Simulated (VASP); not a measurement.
Input of a VASP 6.6.1 run:

Contents of INCAR:

```
ALGO     = Normal         # electronic algorithm
EDIFF    = 1E-7           # SCF threshold, eV
ENCUT    = 520            # plane-wave cutoff, eV
ISIF     = 2              # what is computed and relaxed
ISMEAR   = 0              # smearing method
LASPH    = True           # aspherical terms in the spheres
LCHARG   = True           # write CHGCAR
LELF     = True           # ELF
LREAL    = False          # projectors in reciprocal space
LVHAR    = True         
LWAVE    = False          # write WAVECAR
NBANDS   = 16             # bands
NELM     = 100            # most SCF steps
PREC     = Accurate       # precision mode
SIGMA    = 0.1            # smearing width, eV
```

Contents of KPOINTS:

```
k-points
0
Gamma
  12 12 12
```

The input POSCAR:

```
SbPb
1.0
    0.0000000000      3.1014417525      3.1014417525
    3.1014417525      0.0000000000      3.1014417525
    3.1014417525      3.1014417525      0.0000000000
Sb Pb
1 1
Direct
    0.5000000000      0.5000000000      0.5000000000
    0.0000000000      0.0000000000      0.0000000000
```

Potentials or basis: VASP PAW LDA potentials, release 64 (Sb, Pb_d).

Command:

```sh
$ cat potpaw_LDA.64/Sb/POTCAR potpaw_LDA.64/Pb_d/POTCAR > POTCAR
$ mpirun -np 1 vasp_std > vasp.out
```

Estimate the band gap on the k mesh.

zero (an odd number of electrons rules out a gap without spin polarisation).

What does it give for the pressure?

0.1 GPa.

Caveat: spin-orbit coupling is left out, which moves the levels of the heavy elements.
